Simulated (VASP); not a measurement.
A run of VASP 6.6.1:

INCAR

```
SYSTEM = In
PREC = Accurate
ENCUT = 500
EDIFF = 1E-6
ISMEAR = -1
SIGMA = 0.05
LREAL = .False.
LASPH = .True.
NELM = 120
ALGO = Normal
ISIF = 2
LWAVE = .False.
LCHARG = .False.
GGA = PE
ISYM = 0
NBANDS = 12
GGA_COMPAT = .False.
```

KPOINTS

```
regular mesh
0
Gamma
  12 12 14
  0 0 0
```

POSCAR

```
In
1.0
   -1.6475491645      1.6475491645      2.5065057071
    1.6475491645     -1.6475491645      2.5065057071
    1.6475491645      1.6475491645     -2.5065057071
In
1
Direct
    0.0000000000      0.0000000000      0.0000000000
```

Potentials or basis: VASP PAW PBE potentials, release 64 (In_d).

Launch:

```console
$ cat potpaw_PBE.64/In_d/POTCAR > POTCAR
$ mpirun -np 1 vasp_std > vasp.out
```

Hardware: 1 thread of Oxide Virtual Turin-like Processor, with other jobs on the host.

Task: Estimate the wall time of this run.

Result: It took 4.9 min on 1 thread of Oxide Virtual Turin-like Processor, with other jobs on the host, peak memory 0.37 GiB. Counts: scf iterations 10, k points 1012.
